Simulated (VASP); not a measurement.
# Ge (Fd-3m) in VASP: further runs

Ge is run at these levels: LDA; tasks: single point.

Everything below comes from runs of VASP 6.6.1. Logs are shortened: lines on timing, memory, paths and dates and some standing lists are left out, and cuts for length are marked.

## (1) The cell of the first run

Symmetry: Fd-3m, No. 227, cubic system. Conventional cell: a = 5.677 Å, b = 5.677 Å, c = 5.677 Å, α = 90.00°, β = 90.00°, γ = 90.00°. Within 3.2 Å of Ge (site symmetry -43m) lie 4 Ge at 2.46 Å.

## (2) Single point, LDA (22.87 Å³/atom)

Input file INCAR:

```
  ALGO = Normal
  EDIFF = 1E-7
  ENCUT = 520
  GGA = CA
  ISIF = 2
  ISMEAR = 0
  LASPH = T
  LCHARG = F
  LREAL = F
  LWAVE = F
  NBANDS = 21
  NELM = 80
  PREC = Accurate
  SIGMA = 0.1
```

Input file KPOINTS:

```
k-points
0
Gamma
  14 14 14
```

Input file POSCAR:

```
Ge
1.0
    0.0000000000      2.8385430923      2.8385430923
    2.8385430923      0.0000000000      2.8385430923
    2.8385430923      2.8385430923      0.0000000000
Ge
2
Direct
    0.5000000000      0.5000000000      0.5000000000
    0.7500000000      0.7500000000      0.7500000000
```

Potentials or basis: VASP PAW LDA potentials, release 64 (Ge_d).

Command:

```console
cat potpaw_LDA.64/Ge_d/POTCAR > POTCAR
mpirun -np 1 vasp_std > vasp.out
```

OUTCAR:

```text
EDIFF = 1E-7
   ENCUT = 520
   GGA = CA
   ISIF = 2
   ISMEAR = 0
   LASPH = T
   LREAL = F
   NELM = 80
   PREC = Accurate

 ion  position               nearest neighbor table
   1  0.500  0.500  0.500-   2 2.46   2 2.46   2 2.46   2 2.46
   2  0.750  0.750  0.750-   1 2.46   1 2.46   1 2.46   1 2.46

  LATTYP: Found a face centered cubic cell.
 ALAT       =     5.6770861846

  Lattice vectors:

 A1 = (   0.0000000000,   2.8385430923,   2.8385430923)
 A2 = (   2.8385430923,   0.0000000000,   2.8385430923)
 A3 = (   2.8385430923,   2.8385430923,   0.0000000000)

Analysis of symmetry for initial positions (statically):
=====================================================================
 Subroutine PRICEL returns:
 Original cell was already a primitive cell.

 Routine SETGRP: Setting up the symmetry group for a
 face centered cubic supercell.

 Subroutine GETGRP returns: Found 48 space group operations
 (whereof 24 operations were pure point group operations)
 out of a pool of 48 trial point group operations.

The static configuration has the point symmetry T_d .
 The point group associated with its full space group is O_h .

Analysis of symmetry for dynamics (positions and initial velocities):
=====================================================================
 Subroutine PRICEL returns:
 Original cell was already a primitive cell.

 Routine SETGRP: Setting up the symmetry group for a
 face centered cubic supercell.

 Subroutine GETGRP returns: Found 48 space group operations
 (whereof 24 operations were pure point group operations)
 out of a pool of 48 trial point group operations.

The dynamic configuration has the point symmetry T_d .
 The point group associated with its full space group is O_h .

 Subroutine INISYM returns: Found 48 space group operations
 (whereof 24 operations are pure point group operations),
 and found     1 'primitive' translations

----------------------------------------------------------------------------------------

                                     Primitive cell

  volume of cell :      45.7421

  direct lattice vectors                    reciprocal lattice vectors
     0.000000000  2.838543092  2.838543092    -0.176146701  0.176146701  0.176146701
     2.838543092  0.000000000  2.838543092     0.176146701 -0.176146701  0.176146701
     2.838543092  2.838543092  0.000000000     0.176146701  0.176146701 -0.176146701

  length of vectors
     4.014306139  4.014306139  4.014306139     0.305095035  0.305095035  0.305095035

  position of ions in fractional coordinates (direct lattice)
     0.500000000  0.500000000  0.500000000
     0.750000000  0.750000000  0.750000000

  ion indices of the primitive-cell ions
   primitive index   ion index
                 1           1
                 2           2

----------------------------------------------------------------------------------------

 KPOINTS: k-points

Automatic generation of k-mesh.
 Grid dimensions read from file:
 generate k-points for:   14   14   14

 Generating k-lattice:

  Cartesian coordinates                     Fractional coordinates (reciprocal lattice)
    -0.012581907  0.012581907  0.012581907     0.071428571  0.000000000  0.000000000
     0.012581907 -0.012581907  0.012581907     0.000000000  0.071428571  0.000000000
     0.012581907  0.012581907 -0.012581907     0.000000000  0.000000000  0.071428571

  Length of vectors
     0.021792502  0.021792502  0.021792502

  Shift w.r.t. Gamma in fractional coordinates (k-lattice)
     0.000000000  0.000000000  0.000000000

 Subroutine IBZKPT returns following result:
 ===========================================

 Found    104 irreducible k-points:

 Following reciprocal coordinates:
            Coordinates               Weight
  0.000000  0.000000  0.000000      1.000000
  0.071429  0.000000  0.000000      8.000000
  0.142857  0.000000  0.000000      8.000000
  0.214286  0.000000  0.000000      8.000000
  0.285714  0.000000  0.000000      8.000000
  0.357143  0.000000  0.000000      8.000000
[... 16 lines left out ...]
  0.214286  0.142857  0.000000     24.000000
  0.285714  0.142857  0.000000     24.000000
 [... further k-points ...]
   k-points           NKPTS =    104   k-points in BZ     NKDIM =    104   number of bands    NBANDS=     21
   number of dos      NEDOS =    301   number of ions     NIONS =      2
   total plane-waves  NPLWV =  27000
   dimension x,y,z NGX =    30 NGY =   30 NGZ =   30
   dimension x,y,z NGXF=    60 NGYF=   60 NGZF=   60
   ions per type =               2
   NGX,Y,Z   is equivalent  to a cutoff of  12.42, 12.42, 12.42 a.u.
   NGXF,Y,Z  is equivalent  to a cutoff of  24.85, 24.85, 24.85 a.u.
 SYSTEM =  unknown system
   PREC   = accura    normal or accurate (medium, high low for compatibility)
   ISTART =      0    job   : 0-new  1-cont  2-samecut
   ICHARG =      2    charge: 1-file 2-atom 10-const
   ISPIN  =      1    spin polarized calculation?
   LNONCOLLINEAR =      F non collinear calculations
   LSORBIT =      F    spin-orbit coupling
   LASPH  =      T    aspherical Exc in radial PAW
   ENCUT  =  520.0 eV  38.22 Ry    6.18 a.u.   7.46  7.46  7.46*2*pi/ulx,y,z
   NELM   =     80;   NELMIN=  2; NELMDL= -5     # of ELM steps
   EDIFF  = 0.1E-06   stopping-criterion for ELM
   LREAL  =      F    real-space projection
   EDIFFG = 0.1E-05   stopping-criterion for IOM
   NSW    =      0    number of steps for IOM
   IBRION =     -1    ionic relax: 0-MD 1-quasi-New 2-CG
   NFREE  =      0    steps in history (QN), initial steepest desc. (CG)
   ISIF   =      2    stress and relaxation
   ISYM   =      2    0-nonsym 1-usesym 2-fastsym
   POTIM  = 0.5000    time-step for ionic-motion
   TEBEG  =    0.0;   TEEND  =   0.0 temperature during run
   PSTRESS=    0.0 pullay stress
   NELECT =      28.0000    total number of electrons
   NUPDOWN=      -1.0000    fix difference up-down
   EMIN   =  10.00;   EMAX   =-10.00  energy-range for DOS
   EFERMI =   0.00;   METHOD = LEGACY
   ISMEAR =     0;   SIGMA  =   0.10  broadening in eV -4-tet -1-fermi 0-gaus
   EFERMI_NEDOS =   21; number of points for ismear=-14 and -15
   IALGO  =     38    algorithm
   IMIX   =      4    mixing-type and parameters
     AMIX     =   0.40;   BMIX     =  1.00
     AMIX_MAG =   1.60;   BMIX_MAG =  1.00
  volume/ion in A,a.u.               =      22.87       154.34
  Fermi-wavevector in a.u.,A,eV,Ry     =   1.390023  2.626763 26.288690  1.932164
  Thomas-Fermi vector in A             =   2.513998
   LORBIT       =      0    0 simple, 1 ext, 2 COOP (PROOUT), +10 PAW based schemes
   GGA     = CA    functional components
   LHFCALC =     F    Hartree Fock is set to
   AEXX    =    0.0000 exact exchange contribution
   IVDW    =     0    specifies the selected vdW correction
   LEPSILON=     F    determine dielectric tensor
   LRPA    =     F    only Hartree local field effects (RPA)
 non-spin polarized calculation
 Gauss-broadening in eV      SIGMA  =   0.10
  energy-cutoff  :      520.00
  volume of cell :       45.74
 maximum number of plane-waves:      1248
 NGX is ok and might be reduce to    30
   NGX = 15   NGY = 15   NGZ = 15

 number of electron      28.0000013 magnetization

 Free energy of the ion-electron system (eV)
  ---------------------------------------------------
  ext. energy  EPLUGINS =         0.00000000
  ---------------------------------------------------
  free energy    TOTEN  =       -10.38494669 eV

  energy without entropy =      -10.38457987  energy(sigma->0) =      -10.38476328

 E-fermi :   4.6172     XC(G=0): -10.2406

 val. band max:        4.5057149963   @ k =  -0.0714   0.0714   0.0000
 cond. band min:       4.6236848773   @ k =   0.0000   0.0000   0.0000
 fundamental gap:      0.1179698810
 Fermi energy:         4.6171535096

 k-point     1 :       0.0000    0.0000    0.0000
  band No.  band energies     occupation
      1     -20.3017      2.00000
      2     -20.3017      2.00000
      3     -20.3017      2.00000
      4     -20.2657      2.00000
      5     -20.2657      2.00000
      6     -20.0606      2.00000
[... 13 lines left out ...]
     20      14.1454      0.00000
     21      14.1454      0.00000

 k-point     2 :       0.0714    0.0000    0.0000
  band No.  band energies     occupation
      1     -20.3049      2.00000
      2     -20.3049      2.00000
      3     -20.3009      2.00000
      4     -20.2615      2.00000
      5     -20.2615      2.00000
      6     -20.0660      2.00000
[... 13 lines left out ...]
     20      13.6497      0.00000
     21      13.6497      0.00000

 k-point     3 :       0.1429    0.0000    0.0000
  band No.  band energies     occupation
      1     -20.3111      2.00000
      2     -20.3111      2.00000
      3     -20.2985      2.00000
      4     -20.2523      2.00000
      5     -20.2523      2.00000
      6     -20.0747      2.00000
[... 13 lines left out ...]
     20      13.0884      0.00000
     21      13.0884      0.00000

 k-point     4 :       0.2143    0.0000    0.0000
  band No.  band energies     occupation
      1     -20.3170      2.00000
      2     -20.3170      2.00000
      3     -20.2951      2.00000
      4     -20.2424      2.00000
      5     -20.2424      2.00000
      6     -20.0827      2.00000
[... 13 lines left out ...]
     20      12.8744      0.00000
     21      12.8744      0.00000

 k-point     5 :       0.2857    0.0000    0.0000
  band No.  band energies     occupation
      1     -20.3213      2.00000
      2     -20.3213      2.00000
      3     -20.2912      2.00000
      4     -20.2343      2.00000
      5     -20.2343      2.00000
      6     -20.0888      2.00000
[... 13 lines left out ...]
     20      13.1327      0.00000
     21      13.1327      0.00000
[... 382 lines left out ...]
     20      12.9171      0.00000
     21      13.4588      0.00000

 k-point    22 :       0.1429    0.1429    0.0000
  band No.  band energies     occupation
      1     -20.3095      2.00000
      2     -20.3088      2.00000
      3     -20.3088      2.00000
      4     -20.2545      2.00000
      5     -20.2374      2.00000
      6     -20.1008      2.00000
[... 13 lines left out ...]
     20      12.3558      0.00000
     21      14.4904      0.00000

 k-point    23 :       0.2143    0.1429    0.0000
  band No.  band energies     occupation
      1     -20.3177      2.00000
      2     -20.3130      2.00000
      3     -20.3038      2.00000
      4     -20.2471      2.00000
      5     -20.2258      2.00000
      6     -20.1135      2.00000
[... 13 lines left out ...]
     20      13.1294      0.00000
     21      14.3916      0.00000

 k-point    24 :       0.2857    0.1429    0.0000
  band No.  band energies     occupation
      1     -20.3258      2.00000
      2     -20.3178      2.00000
      3     -20.2959      2.00000
      4     -20.2382      2.00000
      5     -20.2154      2.00000
      6     -20.1232      2.00000
[... 13 lines left out ...]
     20      13.7584      0.00000
     21      14.4157      0.00000

 [... further k-points ...]

------------------------ aborting loop because EDIFF is reached ----------------------------------------

  FORCE on cell =-STRESS in cart. coord.  units (eV):
  Direction    XX          YY          ZZ          XY          YZ          ZX
  --------------------------------------------------------------------------------------
  -------------------------------------------------------------------------------------
  Total       -0.5082774     -0.5082774     -0.5082774      0.0000000     -0.0000000      0.0000000
  in kB      -17.8030700    -17.8030700    -17.8030700      0.0000000     -0.0000000      0.0000000
  external PRESSURE =     -17.8030700 kB  Pullay stress =       0.0000000 kB

 VOLUME and BASIS-vectors are now :
 -----------------------------------------------------------------------------
  energy-cutoff  :      520.00
  volume of cell :       45.74
      direct lattice vectors                 reciprocal lattice vectors
     0.000000000  2.838543092  2.838543092    -0.176146701  0.176146701  0.176146701
     2.838543092  0.000000000  2.838543092     0.176146701 -0.176146701  0.176146701
     2.838543092  2.838543092  0.000000000     0.176146701  0.176146701 -0.176146701

 POSITION                                       TOTAL-FORCE (eV/Angst)
 -----------------------------------------------------------------------------------
      2.83854      2.83854      2.83854        -0.000000     -0.000000     -0.000000
      4.25781      4.25781      4.25781         0.000000      0.000000      0.000000
 -----------------------------------------------------------------------------------
    total drift:                                0.000000     -0.000000      0.000000

  FREE ENERGIE OF THE ION-ELECTRON SYSTEM (eV)
  ---------------------------------------------------
  free  energy   TOTEN  =       -10.3849466856 eV

  energy  without entropy=      -10.3845798730  energy(sigma->0) =      -10.38476328
```

Wall time 96 s (1 thread of Intel Xeon 8259CL, shared host); peak memory 0.2 GiB.

What came out:

```yaml
Free_energy: -10.3849 eV
Pressure: -1.8 GPa
Band_gap_on_the_k_mesh: zero (filled and empty bands touch)
```

Caveat: semilocal functionals underestimate gaps, and a narrow one can read as zero.

## (3) Single point, LDA (23.54 Å³/atom)

This run uses another cell than the first one, of 23.54 Å³/atom.

Input file INCAR:

```
SYSTEM = Ge
PREC = Accurate
ENCUT = 520
EDIFF = 1E-6
ISMEAR = 0
SIGMA = 0.1
LREAL = .FALSE.
LASPH = .TRUE.
NELM = 60
ALGO = Normal
ISIF = 2
LWAVE = .FALSE.
LCHARG = .FALSE.
GGA = CA
NBANDS = 21
```

Input file KPOINTS:

```
Automatic mesh
0
G
  14 14 14
  0 0 0
```

Input file POSCAR:

```
Ge
1.0
    0.0000000000      2.8658384503      2.8658384503
    2.8658384503      0.0000000000      2.8658384503
    2.8658384503      2.8658384503      0.0000000000
Ge
2
Direct
    0.5000000000      0.5000000000      0.5000000000
    0.7500000000      0.7500000000      0.7500000000
```

Potentials or basis: VASP PAW LDA potentials, release 64 (Ge_d).

Command:

```console
cat potpaw_LDA.64/Ge_d/POTCAR > POTCAR
mpirun -np 1 vasp_std > vasp.out
```

OUTCAR:

```text
SYSTEM = Ge
   PREC = Accurate
   ENCUT = 520
   EDIFF = 1E-6
   ISMEAR = 0
   LREAL = .FALSE.
   LASPH = .TRUE.
   NELM = 60
   ISIF = 2
   GGA = CA

 ion  position               nearest neighbor table
   1  0.500  0.500  0.500-   2 2.48   2 2.48   2 2.48   2 2.48
   2  0.750  0.750  0.750-   1 2.48   1 2.48   1 2.48   1 2.48

  LATTYP: Found a face centered cubic cell.
 ALAT       =     5.7316769006

  Lattice vectors:

 A1 = (   0.0000000000,   2.8658384503,   2.8658384503)
[... 763 lines left out ...]

------------------------ aborting loop because EDIFF is reached ----------------------------------------

  FORCE on cell =-STRESS in cart. coord.  units (eV):
  Direction    XX          YY          ZZ          XY          YZ          ZX
  --------------------------------------------------------------------------------------
  -------------------------------------------------------------------------------------
  Total       -1.0196593     -1.0196593     -1.0196593      0.0000000      0.0000000     -0.0000000
  in kB      -34.7040830    -34.7040830    -34.7040830      0.0000000      0.0000000     -0.0000000
  external PRESSURE =     -34.7040830 kB  Pullay stress =       0.0000000 kB

 VOLUME and BASIS-vectors are now :
 -----------------------------------------------------------------------------
  energy-cutoff  :      520.00
  volume of cell :       47.07
      direct lattice vectors                 reciprocal lattice vectors
     0.000000000  2.865838450  2.865838450    -0.174469011  0.174469011  0.174469011
     2.865838450  0.000000000  2.865838450     0.174469011 -0.174469011  0.174469011
     2.865838450  2.865838450  0.000000000     0.174469011  0.174469011 -0.174469011

 POSITION                                       TOTAL-FORCE (eV/Angst)
 -----------------------------------------------------------------------------------
      2.86584      2.86584      2.86584         0.000000      0.000000      0.000000
      4.29876      4.29876      4.29876        -0.000000     -0.000000     -0.000000
 -----------------------------------------------------------------------------------
    total drift:                                0.000000     -0.000000     -0.000000

  FREE ENERGIE OF THE ION-ELECTRON SYSTEM (eV)
  ---------------------------------------------------
  free  energy   TOTEN  =       -10.3627477478 eV

  energy  without entropy=      -10.3621367754  energy(sigma->0) =      -10.36244226
```

OSZICAR:

```text
N       E                     dE             d eps       ncg     rms          rms(c)
DAV:   1     0.195236869455E+03    0.19524E+03   -0.14834E+04  4904   0.354E+03
DAV:   2     0.182115381363E+02   -0.17703E+03   -0.17146E+03  4393   0.623E+02
DAV:   3    -0.954702965784E+01   -0.27759E+02   -0.27586E+02  4943   0.145E+02
DAV:   4    -0.105040677452E+02   -0.95704E+00   -0.95651E+00  4918   0.314E+01
DAV:   5    -0.105198753654E+02   -0.15808E-01   -0.15807E-01  4963   0.446E+00    0.311E+00
DAV:   6    -0.104154058855E+02    0.10447E+00   -0.33256E-02  4928   0.165E+00    0.178E+00
DAV:   7    -0.103620743994E+02    0.53331E-01   -0.65678E-02  4694   0.193E+00    0.134E-01
DAV:   8    -0.103626975597E+02   -0.62316E-03   -0.52173E-03  4973   0.845E-01    0.495E-02
DAV:   9    -0.103627505967E+02   -0.53037E-04   -0.79347E-05  4976   0.898E-02    0.120E-02
DAV:  10    -0.103627477290E+02    0.28677E-05   -0.79108E-06  5896   0.377E-02    0.383E-03
DAV:  11    -0.103627477478E+02   -0.18818E-07   -0.74572E-07  3588   0.799E-03
   1 F= -.10362748E+02 E0= -.10362442E+02  d E =-.610972E-03
```

It took 92 s on 1 thread of Intel Xeon 8259CL, shared host; peak memory 0.2 GiB.

Results:

```yaml
Free_energy: -10.3627 eV
Pressure: -3.5 GPa
Band_gap_on_the_k_mesh: zero (bands 14 and 15 overlap by 0.05 eV)
```

Caveat: the cell stands under tension; semilocal functionals underestimate gaps, and a narrow one can read as zero.

The gap in the log of VASP goes by the Fermi energy; the results here count the filled bands.